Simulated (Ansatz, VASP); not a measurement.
Two plane-wave programs on Si2N

The input INCAR:

```
PREC = Accurate
ENCUT = 600
EDIFF = 1E-6
ISMEAR = 0
SIGMA = 0.1
LREAL = False
LASPH = True
NELM = 80
ALGO = Normal
ISIF = 3
LWAVE = False
LCHARG = False
GGA = PE
IBRION = 2
NSW = 90
EDIFFG = -0.04
```

File KPOINTS:

```
regular mesh
0
Gamma
  6 6 6
```

The input POSCAR:

```
Si2N
1.0
    1.4782176200      0.8534493400      5.4835899600
   -1.4782176200      0.8534493400      5.4835899600
    0.0000000000     -1.7068986800      5.4835899600
Si N
2 1
Direct
    0.6026623800      0.6026623800      0.6026623800
    0.3973376200      0.3973376200      0.3973376200
    0.0000000000      0.0000000000      0.0000000000
```

Input for Ansatz:

```yaml
crystal:
  lattice:
    - [1.47821762, 0.85344934, 5.48358996]
    - [-1.47821762, 0.85344934, 5.48358996]
    - [0.0, -1.70689868, 5.48358996]
  atoms:
    - { symbol: Si, position: [0.60266238, 0.60266238, 0.60266238] }
    - { symbol: Si, position: [0.39733762, 0.39733762, 0.39733762] }
    - { symbol: "N", position: [0.0, 0.0, 0.0] }
basis:
  ecutwfc: 420
kpoints:
  mp_grid: { grid: [6, 6, 6] }
hamiltonian:
  xc: pbe
scf:
  occupations: { method: gaussian, width: 0.1 }
  lower_state_search: "off"
output:
  forces: true
  stress: true
  eigenvalues: true
relax:
  adjacent_minimum: "off"
  f_tol: 0.04
  max_steps: 70
  cell: { stress_tol: 0.4 }
```

Change from the starting cell: species swapped into the NiS2 type (R-3m, No. 166).

Alike in both runs: task relaxation of cell and atoms; functional PBE; k mesh 6 × 6 × 6; occupations gaussian, width 0.1 eV; no spin polarisation.

```csv
,VASP,Ansatz
version,VASP 6.6.1,Ansatz 0.2.0
potentials or method,"VASP PAW PBE potentials, release 64 (Si, N), cutoff 600 eV","scalar-relativistic, plane waves, PAW"
valence electrons in the cell,13,13
```

Ansatz gave:

```
gap on the k mesh at the Fermi level, each at its own relaxed structure (eV) : none
relaxed volume (Å³/atom)                                                     : 11.62
relaxed cell length with the largest relative difference (Å)                 : 5.658
```

Estimate VASP's values.

gap on the k mesh at the Fermi level, each at its own relaxed structure (eV): none; relaxed volume (Å³/atom): 11.61; relaxed cell length with the largest relative difference (Å): 5.655.

A gap of «none» marks a metal or a gap that the smearing closes.

The k mesh is coarse, so the values compare programs but aren't converged. Noted on VASP's run: the volume moved by over 15 % at a fixed basis, so the end points are rough.
